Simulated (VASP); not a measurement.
Input of a VASP 6.6.1 run:

The input INCAR:

```
SYSTEM = AgCl
  PREC = Accurate
  ENCUT = 520
  EDIFF = 1E-6
  ISMEAR = 0
  SIGMA = 0.05
  LREAL = .False.
  LASPH = .True.
  NELM = 80
  ALGO = Normal
  ISIF = 2
  LWAVE = .False.
  LCHARG = .True.
  GGA = PE
  LELF = .True.
  LVHAR = .True.
  NBANDS = 16
```

The input KPOINTS:

```
Automatic mesh
0
Gamma
  8 8 8
  0 0 0
```

POSCAR

```
AgCl
1.0
   -0.0415972500      2.7731500000      2.7731500000
    2.7315527500      0.0000000000      2.7315527500
    2.7731500000      2.7731500000     -0.0415972500
Ag Cl
1 1
Direct
    0.5000000000      0.5000000000      0.5000000000
    0.0000000000      0.0000000000      0.0000000000
```

Potentials or basis: VASP PAW PBE potentials, release 64 (Ag, Cl).

Command:

```sh
$ cat potpaw_PBE.64/Ag/POTCAR potpaw_PBE.64/Cl/POTCAR > POTCAR
$ mpirun -np 1 vasp_std > vasp.out
```

Question: What does it give for the band gap on the k mesh?

Answer: 0.88 eV, indirect (least direct gap 3.15 eV).

Question: What does it give for the pressure?

Answer: 1.5 GPa.

Stress tensor (GPa, compression positive):
```
1.47 0.00 0.16
0.00 1.46 0.00
0.16 0.00 1.47
```

Caveat: the cell differs from its parent crystal (strain -0.0300 x Voigt [0, 0, 0, 0, 1, 0]). A k mesh can miss the band edges.
